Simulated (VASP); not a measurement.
Set up this calculation in VASP 6.6.1, as the native input.

```
Task                   : single point
Functional             : revPBE
Dispersion             : D3(BJ)
Potentials or basis    : VASP PAW PBE potentials, release 64 (Ti_sv, B)
Cutoff                 : 520 eV
k mesh                 : 10 × 10 × 8
Occupations            : fermi-dirac, width 0.05 eV
Spin                   : no spin polarisation
Dipole correction      : no
Further INCAR settings : ALGO = Normal; EDIFF = 1e-06; NBANDS = 16
```

The structure of TiB2 lies in POSCAR:

```
TiB2
1.0
    2.9880667592      0.0000000000      0.0000000000
   -1.4940333796      2.5877417217      0.0000000000
    0.0000000000      0.0000000000      3.1618156624
Ti B
1 2
Direct
    0.0000000000      0.0000000000      0.0000000000
    0.6666666667      0.3333333333      0.5000000000
    0.3333333333      0.6666666667      0.5000000000
```

These files were run (other wordings do the same):

INCAR

```
ALGO = Normal ; EDIFF = 1E-6
ENCUT = 520 ; GGA = RE
ISIF = 2 ; ISMEAR = -1
IVDW = 12 ; LASPH = True
LCHARG = False ; LREAL = False
LWAVE = False ; NBANDS = 16
NELM = 60 ; PREC = Accurate
SIGMA = 0.05
```

KPOINTS

```
k-points
0
Gamma
  10 10 8
```

Potentials or basis: VASP PAW PBE potentials, release 64 (Ti_sv, B).

Launch:

```console
$ cat potpaw_PBE.64/Ti_sv/POTCAR potpaw_PBE.64/B/POTCAR > POTCAR
$ mpirun -np 1 vasp_std > vasp.out
```

Results of the run:

```
Pressure                   : 0.2 GPa
Band gap on the k mesh     : zero (bands 9 and 10 overlap by 0.71 eV)
Dispersion energy per atom : -0.853 eV
```

Caveat: the PAW data sets were made with another functional, which shifts forces and pressure a little.

It took 15 s on 1 thread of AMD EPYC 9R45 96-Core Processor (Zen 5), on a shared host, peak memory 0.13 GiB.
